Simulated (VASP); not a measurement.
# Ni: single point with PBE

The system is Ni.

```
CELL_PARAMETERS angstrom
0.00000 1.76993 1.76993
1.76993 0.00000 1.76993
3.53987 3.53987 0.00000
ATOMIC_POSITIONS crystal
Ni 0.00000 0.00000 0.00000
Ni 0.00000 0.00000 0.50000
```

```json
{"Program": "VASP 6.6.1", "Task": "single point", "Functional": "PBE", "Potentials or basis": "VASP PAW PBE potentials, release 64 (Ni)", "Cutoff": "520 eV", "k mesh": "13 × 13 × 7", "Occupations": "fermi-dirac, width 0.1 eV", "Spin": "collinear spin, ferromagnetic start", "Starting moments": "[2.0, 2.0] μB"}
```

* Pressure: -3.2 GPa
* Net moment: 1.22 μB per cell
* Site moments: Ni +0.62 μB
* Valence electrons inside the program's atomic spheres: Ni 9.28

Stress tensor (GPa, compression positive):
```
-3.17  0.06  0.00
 0.06 -3.17  0.00
 0.00  0.00 -3.21
```

Levels at points of the mesh, in eV from the Fermi level:
Spin up:
```csv
k point,band 7,band 8,band 9,band 10,band 11,band 12,band 13,band 14,band 15,band 16
"(0.00, 0.00, 0.00)",-2.35,-1.23,-1.23,-0.58,-0.58,-0.25,5.55,22.07,23.57,24.35
```
Spin down:
```csv
k point,band 7,band 8,band 9,band 10,band 11,band 12
"(0.00, 0.00, 0.00)",-1.63,-0.64,-0.64,-0.31,0.15,0.15
```

It took 11 min on 1 thread of Intel Xeon 8259CL (shared host), peak memory 0.46 GiB.

Caveat: the cell stands under tension.
